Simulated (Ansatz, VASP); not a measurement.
Two plane-wave programs on Pt

```xyz
2
Lattice="2.5295 0.0000 0.0000 -1.2647 2.1906 0.0000 0.0000 0.0000 5.7081" Properties=species:S:1:pos:R:3 pbc="T T T"
Pt    1.2647    0.7302    4.2811
Pt    0.0000    1.4604    1.4270
```

Alike in both runs: task single point; functional r2SCAN; k mesh 24 × 24 × 12; occupations gaussian, width 0.15 eV; no spin polarisation.

```csv
,VASP,Ansatz
version,VASP 6.6.1,Ansatz 0.2.0
potentials or method,"VASP PAW PBE potentials, release 64 (Pt), cutoff 520 eV","scalar-relativistic, plane waves, PAW"
valence electrons in the cell,20,36
```

Ansatz gave:

* gap on the k mesh at the Fermi level (eV): none
* pressure (GPa): 26.7
* traceless stress, the component that is largest in VASP (GPa): -43.24

Problem. Estimate VASP's values.

Solution. gap on the k mesh at the Fermi level (eV): none; pressure (GPa): 27.7; traceless stress, the component that is largest in VASP (GPa): -44.07.

VASP's potentials were made for PBE, not for r2SCAN. A gap of «none» marks a metal or a gap that the smearing closes. VASP's potentials hold 20 valence electrons a cell and Ansatz's 36, so a difference there can come from the potentials and not from the codes.

Spin-orbit coupling is off throughout.
